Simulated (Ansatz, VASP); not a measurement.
One calculation of NiO, two programs

```xyz
2
Lattice="0.0000 2.0490 2.0490 2.0490 0.0000 2.0490 2.0490 2.0490 0.0000" Properties=species:S:1:pos:R:3 pbc="T T T"
Ni    0.0000    0.0000    0.0000
O     2.0490    2.0490    2.0490
```

Change from the starting cell: volume scaled by 0.9405, PAW files.

Alike in both runs: task electric field gradients; functional PBE; k mesh 15 × 15 × 15; occupations fermi-dirac, width 0.03 eV; collinear spin.

|  | VASP | Ansatz |
| --- | --- | --- |
| version | VASP 6.6.1 | Ansatz 0.2.0 |
| potentials or method | VASP PAW PBE potentials, release 64 (Ni, O) | PAW with Ansatz's default frozen-core files, scalar-relativistic |
| plane-wave cutoff (eV) | 520 | 420 |
| valence electrons in the cell | 16 | 24 |

```csv
,VASP,Ansatz,Ansatz less VASP
pressure (GPa),16.5,17.0,+0.46
net moment per atom (μB),0.76,0.79,+0.026
size of the moment on the site where the two differ most (μB),0.22,0.24,+0.022
```

Site moments also hang on the region over which each program counts them. VASP's potentials hold 16 valence electrons a cell and Ansatz's 24, so a difference there can come from the potentials and not from the codes.
